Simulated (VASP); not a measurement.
# Be3B in VASP: further runs

Runs on Be3B. Level: PBE. Tasks: single point, relaxation of cell and atoms.

Program: VASP 6.6.1. These are calculated values, not measurements. Logs are shortened: lines on timing, memory, paths and dates and some standing lists are left out, and cuts for length are marked.

**1. The cell of the first run**

The structure is cubic, space group Pm-3m (No. 221). The conventional cell has a = 3.068 Å, b = 3.068 Å, c = 3.068 Å, α = 90.00°, β = 90.00°, γ = 90.00°. Within 2.9 Å of Be (site symmetry 4/mmm) lie 8 Be at 2.17 Å and 4 B at 2.17 Å. B (site symmetry m-3m) has 12 Be at 2.17 Å within 2.9 Å.

**2. Single point, PBE**

The input, INCAR:

```
PREC = Accurate
ENCUT = 520
EDIFF = 1E-6
ISMEAR = 0
SIGMA = 0.1
LREAL = False
LASPH = True
NELM = 80
ALGO = Fast
ISIF = 2
LWAVE = False
LCHARG = False
GGA = PE
NBANDS = 12
```

The input, KPOINTS:

```
Automatic mesh
0
Gamma
  16 16 16
```

The input, POSCAR:

```
Be3B
1.0
    3.0677922107      0.0000000000      0.0000000000
    0.0000000000      3.0677922107      0.0000000000
    0.0000000000      0.0000000000      3.0677922107
Be B
3 1
Direct
    0.0000000000      0.5000000000      0.5000000000
    0.5000000000      0.0000000000      0.5000000000
    0.5000000000      0.5000000000      0.0000000000
    0.0000000000      0.0000000000      0.0000000000
```

Potentials or basis: VASP PAW PBE potentials, release 64 (Be, B).

Started as:

```bash
$ cat potpaw_PBE.64/Be/POTCAR potpaw_PBE.64/B/POTCAR > POTCAR
$ mpirun -np 1 vasp_std > vasp.out
```

OUTCAR:

```text
PREC = Accurate
   ENCUT = 520
   EDIFF = 1E-6
   ISMEAR = 0
   LREAL = False
   LASPH = True
   NELM = 80
   ISIF = 2
   GGA = PE

 ion  position               nearest neighbor table
   1  0.000  0.500  0.500-   2 2.17   3 2.17   4 2.17   3 2.17   4 2.17   2 2.17   4 2.17   4 2.17
                             2 2.17   3 2.17   3 2.17   2 2.17
   2  0.500  0.000  0.500-   1 2.17   3 2.17   4 2.17   3 2.17   4 2.17   1 2.17   3 2.17   3 2.17
                             1 2.17   4 2.17   4 2.17   1 2.17
   3  0.500  0.500  0.000-   1 2.17   2 2.17   4 2.17   1 2.17   2 2.17   2 2.17   4 2.17   2 2.17
                             1 2.17   4 2.17   1 2.17   4 2.17
   4  0.000  0.000  0.000-   1 2.17   2 2.17   3 2.17   1 2.17   2 2.17   1 2.17   3 2.17   1 2.17
                             2 2.17   3 2.17   2 2.17   3 2.17

  LATTYP: Found a simple cubic cell.
 ALAT       =     3.0677922107

  Lattice vectors:

 A1 = (   3.0677922107,   0.0000000000,   0.0000000000)
 A2 = (   0.0000000000,   3.0677922107,   0.0000000000)
 A3 = (   0.0000000000,   0.0000000000,   3.0677922107)

Analysis of symmetry for initial positions (statically):
=====================================================================
 Subroutine PRICEL returns:
 Original cell was already a primitive cell.

 Routine SETGRP: Setting up the symmetry group for a
 simple cubic supercell.

 Subroutine GETGRP returns: Found 48 space group operations
 (whereof 48 operations were pure point group operations)
 out of a pool of 48 trial point group operations.

The static configuration has the point symmetry O_h .

Analysis of symmetry for dynamics (positions and initial velocities):
=====================================================================
 Subroutine PRICEL returns:
 Original cell was already a primitive cell.

 Routine SETGRP: Setting up the symmetry group for a
 simple cubic supercell.

 Subroutine GETGRP returns: Found 48 space group operations
 (whereof 48 operations were pure point group operations)
 out of a pool of 48 trial point group operations.

The dynamic configuration has the point symmetry O_h .

 Subroutine INISYM returns: Found 48 space group operations
 (whereof 48 operations are pure point group operations),
 and found     1 'primitive' translations

----------------------------------------------------------------------------------------

                                     Primitive cell

  volume of cell :      28.8721

  direct lattice vectors                    reciprocal lattice vectors
     3.067792211  0.000000000  0.000000000     0.325967318  0.000000000  0.000000000
     0.000000000  3.067792211  0.000000000     0.000000000  0.325967318  0.000000000
     0.000000000  0.000000000  3.067792211     0.000000000  0.000000000  0.325967318

  length of vectors
     3.067792211  3.067792211  3.067792211     0.325967318  0.325967318  0.325967318

  position of ions in fractional coordinates (direct lattice)
     0.000000000  0.500000000  0.500000000
     0.500000000  0.000000000  0.500000000
     0.500000000  0.500000000  0.000000000
     0.000000000  0.000000000  0.000000000

  ion indices of the primitive-cell ions
   primitive index   ion index
                 1           1
                 2           2
                 3           3
                 4           4

----------------------------------------------------------------------------------------

 KPOINTS: Automatic mesh

Automatic generation of k-mesh.
 Grid dimensions read from file:
 generate k-points for:   16   16   16

 Generating k-lattice:

  Cartesian coordinates                     Fractional coordinates (reciprocal lattice)
     0.020372957  0.000000000  0.000000000     0.062500000  0.000000000  0.000000000
     0.000000000  0.020372957  0.000000000     0.000000000  0.062500000  0.000000000
     0.000000000  0.000000000  0.020372957     0.000000000  0.000000000  0.062500000

  Length of vectors
     0.020372957  0.020372957  0.020372957

  Shift w.r.t. Gamma in fractional coordinates (k-lattice)
     0.000000000  0.000000000  0.000000000

 Subroutine IBZKPT returns following result:
 ===========================================

 Found    165 irreducible k-points:

 Following reciprocal coordinates:
            Coordinates               Weight
  0.000000  0.000000  0.000000      1.000000
  0.062500  0.000000  0.000000      6.000000
  0.125000  0.000000  0.000000      6.000000
  0.187500  0.000000  0.000000      6.000000
  0.250000  0.000000  0.000000      6.000000
  0.312500  0.000000  0.000000      6.000000
[... 16 lines left out ...]
  0.437500  0.125000  0.000000     24.000000
  0.500000  0.125000  0.000000     12.000000
 [... further k-points ...]
   k-points           NKPTS =    165   k-points in BZ     NKDIM =    165   number of bands    NBANDS=     12
   number of dos      NEDOS =    301   number of ions     NIONS =      4
   total plane-waves  NPLWV =  13824
   dimension x,y,z NGX =    24 NGY =   24 NGZ =   24
   dimension x,y,z NGXF=    48 NGYF=   48 NGZF=   48
   ions per type =               3   1
   NGX,Y,Z   is equivalent  to a cutoff of  13.01, 13.01, 13.01 a.u.
   NGXF,Y,Z  is equivalent  to a cutoff of  26.01, 26.01, 26.01 a.u.
 SYSTEM =  unknown system
   PREC   = accura    normal or accurate (medium, high low for compatibility)
   ISTART =      0    job   : 0-new  1-cont  2-samecut
   ICHARG =      2    charge: 1-file 2-atom 10-const
   ISPIN  =      1    spin polarized calculation?
   LNONCOLLINEAR =      F non collinear calculations
   LSORBIT =      F    spin-orbit coupling
   LASPH  =      T    aspherical Exc in radial PAW
   ENCUT  =  520.0 eV  38.22 Ry    6.18 a.u.   5.70  5.70  5.70*2*pi/ulx,y,z
   NELM   =     80;   NELMIN=  2; NELMDL= -5     # of ELM steps
   EDIFF  = 0.1E-05   stopping-criterion for ELM
   LREAL  =      F    real-space projection
   EDIFFG = 0.1E-04   stopping-criterion for IOM
   NSW    =      0    number of steps for IOM
   IBRION =     -1    ionic relax: 0-MD 1-quasi-New 2-CG
   NFREE  =      0    steps in history (QN), initial steepest desc. (CG)
   ISIF   =      2    stress and relaxation
   ISYM   =      2    0-nonsym 1-usesym 2-fastsym
   POTIM  = 0.5000    time-step for ionic-motion
   TEBEG  =    0.0;   TEEND  =   0.0 temperature during run
   PSTRESS=    0.0 pullay stress
   NELECT =       9.0000    total number of electrons
   NUPDOWN=      -1.0000    fix difference up-down
   EMIN   =  10.00;   EMAX   =-10.00  energy-range for DOS
   EFERMI =   0.00;   METHOD = LEGACY
   ISMEAR =     0;   SIGMA  =   0.10  broadening in eV -4-tet -1-fermi 0-gaus
   EFERMI_NEDOS =   21; number of points for ismear=-14 and -15
   IALGO  =     68    algorithm
   IMIX   =      4    mixing-type and parameters
     AMIX     =   0.40;   BMIX     =  1.00
     AMIX_MAG =   1.60;   BMIX_MAG =  1.00
  volume/ion in A,a.u.               =       7.22        48.71
  Fermi-wavevector in a.u.,A,eV,Ry     =   1.110017  2.097628 16.764259  1.232138
  Thomas-Fermi vector in A             =   2.246564
   LORBIT       =      0    0 simple, 1 ext, 2 COOP (PROOUT), +10 PAW based schemes
   GGA     = PE    functional components
   LHFCALC =     F    Hartree Fock is set to
   AEXX    =    0.0000 exact exchange contribution
   IVDW    =     0    specifies the selected vdW correction
   LEPSILON=     F    determine dielectric tensor
   LRPA    =     F    only Hartree local field effects (RPA)
 non-spin polarized calculation
 RMM-DIIS sequential band-by-band and
 Gauss-broadening in eV      SIGMA  =   0.10
  energy-cutoff  :      520.00
  volume of cell :       28.87
 maximum number of plane-waves:       804
 NGX is ok and might be reduce to    24

 number of electron       9.0000000 magnetization

 Free energy of the ion-electron system (eV)
  ---------------------------------------------------
  ext. energy  EPLUGINS =         0.00000000
  ---------------------------------------------------
  free energy    TOTEN  =       -17.07480235 eV

  energy without entropy =      -17.07032581  energy(sigma->0) =      -17.07256408

 E-fermi :   7.8731     XC(G=0): -11.2028

 val. band max:        7.8660076717   @ k =   0.5000   0.3125   0.1250
 cond. band min:       7.8786279014   @ k =   0.2500   0.2500   0.0000
 fundamental gap:      0.0126202297
 Fermi energy:         7.8730962250

 k-point     1 :       0.0000    0.0000    0.0000
  band No.  band energies     occupation
      1      -5.4323      2.00000
      2       4.5592      2.00000
      3       4.5592      2.00000
      4       4.5592      2.00000
      5       9.4141      0.00000
      6      12.4118      0.00000
      7      12.4118      0.00000
      8      16.0174      0.00000
      9      16.0174      0.00000
     10      16.0174      0.00000
     11      18.3849      0.00000
     12      18.3849      0.00000

 k-point     2 :       0.0625    0.0000    0.0000
  band No.  band energies     occupation
      1      -5.3869      2.00000
      2       4.2184      2.00000
      3       4.6178      2.00000
      4       4.6178      2.00000
      5       9.5786      0.00000
      6      12.3692      0.00000
      7      12.6933      0.00000
      8      15.8267      0.00000
      9      15.8267      0.00000
     10      15.9781      0.00000
     11      18.1585      0.00000
     12      18.1605      0.00000
[... 301 lines left out ...]
 k-point    23 :       0.4375    0.1250    0.0000
  band No.  band energies     occupation
      1      -3.1613      2.00000
      2      -1.1474      2.00000
      3       5.8189      2.00000
      4       7.4924      2.00000
      5       7.5121      2.00000
      6       9.8427      0.00000
      7      12.3965      0.00000
      8      12.8044      0.00000
      9      15.6296      0.00000
     10      18.2182      0.00000
     11      19.2089      0.00000
     12      19.8543      0.00000

 k-point    24 :       0.5000    0.1250    0.0000
  band No.  band energies     occupation
      1      -2.8732      2.00000
      2      -1.5265      2.00000
      3       6.2318      2.00000
      4       7.0419      2.00000
      5       7.8923      0.78570
      6       9.3375      0.00000
      7      12.3964      0.00000
      8      12.7647      0.00000
      9      15.5762      0.00000
     10      18.5322      0.00000
     11      19.4890      0.00000
     12      19.9000      0.00000

 [... further k-points ...]

------------------------ aborting loop because EDIFF is reached ----------------------------------------

  FORCE on cell =-STRESS in cart. coord.  units (eV):
  Direction    XX          YY          ZZ          XY          YZ          ZX
  --------------------------------------------------------------------------------------
  -------------------------------------------------------------------------------------
  Total        0.0342509      0.0342509      0.0342509      0.0000000      0.0000000      0.0000000
  in kB        1.9006626      1.9006626      1.9006626      0.0000000      0.0000000      0.0000000
  external PRESSURE =       1.9006626 kB  Pullay stress =       0.0000000 kB

 VOLUME and BASIS-vectors are now :
 -----------------------------------------------------------------------------
  energy-cutoff  :      520.00
  volume of cell :       28.87
      direct lattice vectors                 reciprocal lattice vectors
     3.067792211  0.000000000  0.000000000     0.325967318  0.000000000  0.000000000
     0.000000000  3.067792211  0.000000000     0.000000000  0.325967318  0.000000000
     0.000000000  0.000000000  3.067792211     0.000000000  0.000000000  0.325967318

 POSITION                                       TOTAL-FORCE (eV/Angst)
 -----------------------------------------------------------------------------------
      0.00000      1.53390      1.53390         0.000000      0.000000      0.000000
      1.53390      0.00000      1.53390         0.000000      0.000000      0.000000
      1.53390      1.53390      0.00000         0.000000      0.000000      0.000000
      0.00000      0.00000      0.00000         0.000000      0.000000      0.000000
 -----------------------------------------------------------------------------------
    total drift:                               -0.000000      0.000000      0.000000

  FREE ENERGIE OF THE ION-ELECTRON SYSTEM (eV)
  ---------------------------------------------------
  free  energy   TOTEN  =       -17.0748023488 eV

  energy  without entropy=      -17.0703258133  energy(sigma->0) =      -17.07256408
```

It took 59 s on 1 thread of Oxide Virtual Turin-like, shared host; peak memory 0.13 GiB.

What came out:

* Free energy: -17.0748 eV
* Pressure: 0.2 GPa
* Band gap on the k mesh: zero (an odd number of electrons rules out a gap without spin polarisation)

**3. Single point, PBE**

This run uses another cell than the first one: it holds 8 atoms, not 4.

The input, INCAR:

```
SYSTEM = Be3B
PREC     = Accurate       ! precision mode
ENCUT    = 520            ! plane-wave cutoff, eV
EDIFF    = 1E-6           ! SCF threshold, eV
ISMEAR   = 0              ! smearing method
SIGMA    = 0.1            ! smearing width, eV
LREAL    = .FALSE.        ! projectors in reciprocal space
LASPH    = .TRUE.         ! aspherical terms in the spheres
NELM     = 60             ! most SCF steps
ALGO     = Fast           ! electronic algorithm
ISIF     = 2              ! what is computed and relaxed
LWAVE    = .FALSE.        ! write WAVECAR
LCHARG   = .FALSE.        ! write CHGCAR
GGA      = PE             ! functional
NBANDS   = 19             ! bands
```

The input, KPOINTS:

```
Automatic mesh
0
G
  8 8 4
  0 0 0
```

The input, POSCAR:

```
Be3B
1.0
   -3.0682518041     -0.0006909382     -0.0013531325
   -0.0013930455      0.0001211736     -3.0686845352
   -0.0014336809     -6.1374583321      0.0002544556
Be B
6 2
Direct
    0.9999950397      0.4999850862      0.7500001001
    1.0000055837      0.5000134477      0.2500003451
    0.4999929674      0.5000005470      0.4999992703
    0.5000074546      0.4999990535      0.9999999751
    0.4999886555     -0.0000071930      0.7500002016
    0.5000104934      0.0000074020      0.2499997628
    0.9999839837      0.9999979492      0.5000002532
    1.0000158221      0.0000037076      0.0000000920
```

Potentials or basis: VASP PAW PBE potentials, release 64 (Be, B).

Started as:

```bash
$ cat potpaw_PBE.64/Be/POTCAR potpaw_PBE.64/B/POTCAR > POTCAR
$ mpirun -np 1 vasp_std > vasp.out
```

Wall time 2.5 min (1 thread of Oxide Virtual Turin-like, shared host); peak memory 0.22 GiB.

It converged, with:

| Item | Value |
| --- | --- |
| Free energy | -34.1671 eV |
| Pressure | 0.2 GPa |
| Band gap on the k mesh | zero (bands 9 and 10 overlap by 3.90 eV) |

Stress tensor (GPa, compression positive):
```
 0.20 -0.03 -0.06
-0.03  0.16  0.00
-0.06  0.00  0.16
```

Levels at points of the mesh, in eV from the Fermi level:
```tsv
k point	band 7	band 8	band 9	band 10	band 11	band 12
(0.00, 0.00, 0.00)	-0.18	-0.17	1.24	1.25	1.56	2.40
(0.50, 0.00, 0.00)	-0.18	-0.18	1.24	1.24	2.34	2.40
(0.00, 0.50, 0.00)	-0.18	-0.18	1.24	1.25	2.34	2.40
(0.50, 0.50, 0.00)	-6.05	-5.53	-4.41	0.54	0.55	0.56
(0.00, 0.00, 0.50)	-2.36	-2.36	2.30	2.30	4.05	4.05
(0.50, 0.00, 0.50)	-3.09	-3.09	0.68	0.68	2.20	2.20
(0.00, 0.50, 0.50)	-3.09	-3.09	0.68	0.68	2.21	2.21
(0.50, 0.50, 0.50)	-6.05	-6.05	-1.24	-1.24	2.34	2.34
```

(Part 1 of 2 ends here.)

The gap in the log of VASP goes by the Fermi energy; the results here count the filled bands.